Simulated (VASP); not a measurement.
# BaO (Fm-3m) in VASP: further runs

Runs on BaO. Level: LDA. Tasks: single point.

Everything below comes from runs of VASP 6.6.1. Logs are shortened: lines on timing, memory, paths and dates and some standing lists are left out, and cuts for length are marked.

## (1) The cell of the first run

Symmetry: Fm-3m, No. 225, cubic system. The conventional cell has a = 5.388 Å, b = 5.388 Å, c = 5.388 Å, α = 90.00°, β = 90.00°, γ = 90.00°. Within 3.6 Å of Ba (site symmetry m-3m) lie 6 O at 2.69 Å. O (site symmetry m-3m) has 6 Ba at 2.69 Å within 3.6 Å.

## (2) Single point, LDA

Contents of INCAR:

```
PREC = Accurate
ENCUT = 600
EDIFF = 1E-6
ISMEAR = 0
SIGMA = 0.01
LREAL = F
LASPH = T
NELM = 120
ALGO = Normal
ISIF = 2
LWAVE = F
LCHARG = F
GGA = CA
NBANDS = 15
GGA_COMPAT = F
```

Contents of KPOINTS:

```
regular mesh
0
Gamma
  6 6 6
```

Contents of POSCAR:

```
BaO
1.0
    0.0000000000      2.6938617990      2.6938617990
    2.6938617990      0.0000000000      2.6938617990
    2.6938617990      2.6938617990      0.0000000000
Ba O
1 1
Direct
    0.0000000000      0.0000000000      0.0000000000
    0.5000000000      0.5000000000      0.5000000000
```

Potentials or basis: VASP PAW LDA potentials, release 64 (Ba_sv, O).

On the command line:

```sh
$ cat potpaw_LDA.64/Ba_sv/POTCAR potpaw_LDA.64/O/POTCAR > POTCAR
$ mpirun -np 1 vasp_std > vasp.out
```

OUTCAR:

```text
PREC = Accurate
   ENCUT = 600
   EDIFF = 1E-6
   ISMEAR = 0
   LREAL = F
   LASPH = T
   NELM = 120
   ISIF = 2
   GGA = CA

 ion  position               nearest neighbor table
   1  0.000  0.000  0.000-   2 2.69   2 2.69   2 2.69   2 2.69   2 2.69   2 2.69
   2  0.500  0.500  0.500-   1 2.69   1 2.69   1 2.69   1 2.69   1 2.69   1 2.69

  LATTYP: Found a face centered cubic cell.
 ALAT       =     5.3877235980

  Lattice vectors:

 A1 = (   0.0000000000,   2.6938617990,   2.6938617990)
 A2 = (   2.6938617990,   0.0000000000,   2.6938617990)
 A3 = (   2.6938617990,   2.6938617990,   0.0000000000)

Analysis of symmetry for initial positions (statically):
=====================================================================
 Subroutine PRICEL returns:
 Original cell was already a primitive cell.

 Routine SETGRP: Setting up the symmetry group for a
 face centered cubic supercell.

 Subroutine GETGRP returns: Found 48 space group operations
 (whereof 48 operations were pure point group operations)
 out of a pool of 48 trial point group operations.

The static configuration has the point symmetry O_h .

Analysis of symmetry for dynamics (positions and initial velocities):
=====================================================================
 Subroutine PRICEL returns:
 Original cell was already a primitive cell.

 Routine SETGRP: Setting up the symmetry group for a
 face centered cubic supercell.

 Subroutine GETGRP returns: Found 48 space group operations
 (whereof 48 operations were pure point group operations)
 out of a pool of 48 trial point group operations.

The dynamic configuration has the point symmetry O_h .

 Subroutine INISYM returns: Found 48 space group operations
 (whereof 48 operations are pure point group operations),
 and found     1 'primitive' translations

----------------------------------------------------------------------------------------

                                     Primitive cell

  volume of cell :      39.0981

  direct lattice vectors                    reciprocal lattice vectors
     0.000000000  2.693861799  2.693861799    -0.185607146  0.185607146  0.185607146
     2.693861799  0.000000000  2.693861799     0.185607146 -0.185607146  0.185607146
     2.693861799  2.693861799  0.000000000     0.185607146  0.185607146 -0.185607146

  length of vectors
     3.809695891  3.809695891  3.809695891     0.321481007  0.321481007  0.321481007

  position of ions in fractional coordinates (direct lattice)
     0.000000000  0.000000000  0.000000000
     0.500000000  0.500000000  0.500000000

  ion indices of the primitive-cell ions
   primitive index   ion index
                 1           1
                 2           2

----------------------------------------------------------------------------------------

 KPOINTS: regular mesh

Automatic generation of k-mesh.
 Grid dimensions read from file:
 generate k-points for:    6    6    6

 Generating k-lattice:

  Cartesian coordinates                     Fractional coordinates (reciprocal lattice)
    -0.030934524  0.030934524  0.030934524     0.166666667  0.000000000  0.000000000
     0.030934524 -0.030934524  0.030934524     0.000000000  0.166666667  0.000000000
     0.030934524  0.030934524 -0.030934524     0.000000000  0.000000000  0.166666667

  Length of vectors
     0.053580168  0.053580168  0.053580168

  Shift w.r.t. Gamma in fractional coordinates (k-lattice)
     0.000000000  0.000000000  0.000000000

 Subroutine IBZKPT returns following result:
 ===========================================

 Found     16 irreducible k-points:

 Following reciprocal coordinates:
            Coordinates               Weight
  0.000000  0.000000  0.000000      1.000000
  0.166667  0.000000  0.000000      8.000000
  0.333333  0.000000  0.000000      8.000000
  0.500000  0.000000  0.000000      4.000000
  0.166667  0.166667  0.000000      6.000000
  0.333333  0.166667  0.000000     24.000000
[... 8 lines left out ...]
 -0.333333  0.333333  0.166667     24.000000
 -0.333333  0.500000  0.166667     12.000000
   k-points           NKPTS =     16   k-points in BZ     NKDIM =     16   number of bands    NBANDS=     15
   number of dos      NEDOS =    301   number of ions     NIONS =      2
   total plane-waves  NPLWV =  27000
   dimension x,y,z NGX =    30 NGY =   30 NGZ =   30
   dimension x,y,z NGXF=    60 NGYF=   60 NGZF=   60
   ions per type =               1   1
   NGX,Y,Z   is equivalent  to a cutoff of  13.09, 13.09, 13.09 a.u.
   NGXF,Y,Z  is equivalent  to a cutoff of  26.18, 26.18, 26.18 a.u.
 SYSTEM =  unknown system
   PREC   = accura    normal or accurate (medium, high low for compatibility)
   ISTART =      0    job   : 0-new  1-cont  2-samecut
   ICHARG =      2    charge: 1-file 2-atom 10-const
   ISPIN  =      1    spin polarized calculation?
   LNONCOLLINEAR =      F non collinear calculations
   LSORBIT =      F    spin-orbit coupling
   LASPH  =      T    aspherical Exc in radial PAW
   ENCUT  =  600.0 eV  44.10 Ry    6.64 a.u.   7.61  7.61  7.61*2*pi/ulx,y,z
   NELM   =    120;   NELMIN=  2; NELMDL= -5     # of ELM steps
   EDIFF  = 0.1E-05   stopping-criterion for ELM
   LREAL  =      F    real-space projection
   EDIFFG = 0.1E-04   stopping-criterion for IOM
   NSW    =      0    number of steps for IOM
   IBRION =     -1    ionic relax: 0-MD 1-quasi-New 2-CG
   NFREE  =      0    steps in history (QN), initial steepest desc. (CG)
   ISIF   =      2    stress and relaxation
   ISYM   =      2    0-nonsym 1-usesym 2-fastsym
   POTIM  = 0.5000    time-step for ionic-motion
   TEBEG  =    0.0;   TEEND  =   0.0 temperature during run
   PSTRESS=    0.0 pullay stress
   NELECT =      16.0000    total number of electrons
   NUPDOWN=      -1.0000    fix difference up-down
   EMIN   =  10.00;   EMAX   =-10.00  energy-range for DOS
   EFERMI =   0.00;   METHOD = LEGACY
   ISMEAR =     0;   SIGMA  =   0.01  broadening in eV -4-tet -1-fermi 0-gaus
   EFERMI_NEDOS =   21; number of points for ismear=-14 and -15
   IALGO  =     38    algorithm
   IMIX   =      4    mixing-type and parameters
     AMIX     =   0.40;   BMIX     =  1.00
     AMIX_MAG =   1.60;   BMIX_MAG =  1.00
  volume/ion in A,a.u.               =      19.55       131.92
  Fermi-wavevector in a.u.,A,eV,Ry     =   1.215429  2.296827 20.099439  1.477267
  Thomas-Fermi vector in A             =   2.350816
   LORBIT       =      0    0 simple, 1 ext, 2 COOP (PROOUT), +10 PAW based schemes
   GGA     = CA    functional components
   LHFCALC =     F    Hartree Fock is set to
   AEXX    =    0.0000 exact exchange contribution
   IVDW    =     0    specifies the selected vdW correction
   LEPSILON=     F    determine dielectric tensor
   LRPA    =     F    only Hartree local field effects (RPA)
 non-spin polarized calculation
 Gauss-broadening in eV      SIGMA  =   0.01
  energy-cutoff  :      600.00
  volume of cell :       39.10
 maximum number of plane-waves:      1315
   NGX = 15   NGY = 15   NGZ = 15

 number of electron      15.9999997 magnetization

 Free energy of the ion-electron system (eV)
  ---------------------------------------------------
  ext. energy  EPLUGINS =         0.00000000
  ---------------------------------------------------
  free energy    TOTEN  =       -13.08183977 eV

  energy without entropy =      -13.08183977  energy(sigma->0) =      -13.08183977

 E-fermi :   2.2258     XC(G=0): -10.4500

 val. band max:        2.1793658032   @ k =   0.5000   0.5000   0.0000
 cond. band min:       3.6613512708   @ k =   0.5000   0.5000   0.0000
 fundamental gap:      1.4819854676
 Fermi energy:         2.2258068183

 k-point     1 :       0.0000    0.0000    0.0000
  band No.  band energies     occupation
      1     -23.6515      2.00000
      2     -12.7874      2.00000
      3      -7.9729      2.00000
      4      -7.9729      2.00000
      5      -7.9729      2.00000
      6       1.5695      2.00000
      7       1.5695      2.00000
      8       1.5695      2.00000
      9       5.8443      0.00000
     10       6.6832      0.00000
     11       6.6832      0.00000
     12       6.6832      0.00000
     13       9.2175      0.00000
     14       9.2175      0.00000
     15      11.8547      0.00000

 k-point     2 :       0.1667    0.0000    0.0000
  band No.  band energies     occupation
      1     -23.5620      2.00000
      2     -13.0481      2.00000
      3      -8.0289      2.00000
      4      -8.0100      2.00000
      5      -8.0100      2.00000
      6       0.9720      2.00000
      7       1.1738      2.00000
      8       1.1738      2.00000
      9       6.4214      0.00000
     10       7.0811      0.00000
     11       7.2488      0.00000
     12       7.2488      0.00000
     13      10.0084      0.00000
     14      10.0084      0.00000
     15      13.6552      0.00000

 k-point     3 :       0.3333    0.0000    0.0000
  band No.  band energies     occupation
      1     -23.3731      2.00000
      2     -13.5687      2.00000
      3      -8.1282      2.00000
      4      -8.0807      2.00000
      5      -8.0807      2.00000
      6       0.0938      2.00000
      7       0.5178      2.00000
      8       0.5178      2.00000
      9       6.6690      0.00000
     10       8.6302      0.00000
     11       8.6302      0.00000
     12       9.3779      0.00000
     13      11.7451      0.00000
     14      11.7451      0.00000
     15      16.4003      0.00000
[... 199 lines left out ...]
 k-point    15 :      -0.3333    0.3333    0.1667
  band No.  band energies     occupation
      1     -23.1935      2.00000
      2     -13.4892      2.00000
      3      -9.1029      2.00000
      4      -9.0733      2.00000
      5      -8.0489      2.00000
      6       0.3317      2.00000
      7       1.4601      2.00000
      8       1.4640      2.00000
      9       6.7823      0.00000
     10       7.0419      0.00000
     11       9.9276      0.00000
     12      11.0566      0.00000
     13      12.6208      0.00000
     14      14.5067      0.00000
     15      15.1368      0.00000

 k-point    16 :      -0.3333    0.5000    0.1667
  band No.  band energies     occupation
      1     -23.1686      2.00000
      2     -13.2887      2.00000
      3      -9.6562      2.00000
      4      -9.0773      2.00000
      5      -8.2056      2.00000
      6       0.7738      2.00000
      7       1.8218      2.00000
      8       2.0238      2.00000
      9       5.1179      0.00000
     10       8.3810      0.00000
     11       9.1814      0.00000
     12      12.1806      0.00000
     13      12.4955      0.00000
     14      14.7732      0.00000
     15      15.0584      0.00000

------------------------ aborting loop because EDIFF is reached ----------------------------------------

  FORCE on cell =-STRESS in cart. coord.  units (eV):
  Direction    XX          YY          ZZ          XY          YZ          ZX
  --------------------------------------------------------------------------------------
  -------------------------------------------------------------------------------------
  Total        1.1671351      1.1671351      1.1671351      0.0000000      0.0000000      0.0000000
  in kB       47.8272891     47.8272891     47.8272891      0.0000000      0.0000000      0.0000000
  external PRESSURE =      47.8272891 kB  Pullay stress =       0.0000000 kB

 VOLUME and BASIS-vectors are now :
 -----------------------------------------------------------------------------
  energy-cutoff  :      600.00
  volume of cell :       39.10
      direct lattice vectors                 reciprocal lattice vectors
     0.000000000  2.693861799  2.693861799    -0.185607146  0.185607146  0.185607146
     2.693861799  0.000000000  2.693861799     0.185607146 -0.185607146  0.185607146
     2.693861799  2.693861799  0.000000000     0.185607146  0.185607146 -0.185607146

 POSITION                                       TOTAL-FORCE (eV/Angst)
 -----------------------------------------------------------------------------------
      0.00000      0.00000      0.00000        -0.000000      0.000000     -0.000000
      2.69386      2.69386      2.69386         0.000000      0.000000      0.000000
 -----------------------------------------------------------------------------------
    total drift:                                0.000000      0.000000      0.000000

  FREE ENERGIE OF THE ION-ELECTRON SYSTEM (eV)
  ---------------------------------------------------
  free  energy   TOTEN  =       -13.0818397705 eV

  energy  without entropy=      -13.0818397705  energy(sigma->0) =      -13.08183977
```

Wall time 13 s (1 thread of Intel Xeon 6975P-C (Granite Rapids), shared host); peak memory 0.15 GiB.

What came out:

```yaml
Free_energy: -13.0818 eV
Pressure: 4.8 GPa
Band_gap_on_the_k_mesh: 1.48 eV, direct
```

Caveat: spin-orbit coupling is left out, which moves the levels of the heavy elements. Expect the measured gap to be larger: semilocal functionals such as LDA lack the derivative discontinuity.

(Continued in part 2 of 2.)
